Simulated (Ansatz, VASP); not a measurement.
## One calculation of As, two programs

```xyz
4
Lattice="3.5713 0.0000 0.0000 -1.7857 3.0929 0.0000 0.0000 0.0000 20.2953" Properties=species:S:1:pos:R:3 pbc="T T T"
As    0.0000    2.0619    5.8976
As    1.7857    1.0310    4.5000
As    2.3809    1.0310   12.0153
As    0.5952    2.0619   10.6176
```

Alike in both runs: task single point; functional PBE; dispersion D3(BJ); k mesh 9 × 9 × 1; occupations gaussian, width 0.05 eV; no spin polarisation.

|  | VASP | Ansatz |
| --- | --- | --- |
| version | VASP 6.6.1 | Ansatz 0.2.0 |
| potentials or method | VASP PAW PBE potentials, release 64 (As), cutoff 520 eV | scalar-relativistic, plane waves, PAW |
| valence electrons in the cell | 20 | 60 |

|  | VASP | Ansatz | Ansatz less VASP |
| --- | --- | --- | --- |
| gap on the k mesh at the Fermi level (eV) | 1.43 | 1.43 | -0.004 |
| least direct gap on the mesh (eV) | 1.94 | 1.95 | +0.011 |
| rms of the force components (eV/Å) | 0.065 | 0.020 | -0.0452 |

Atom by atom the forces differ by 0.053 eV/Å (rms over components). VASP's potentials hold 20 valence electrons a cell and Ansatz's 60, so a difference there can come from the potentials and not from the codes.
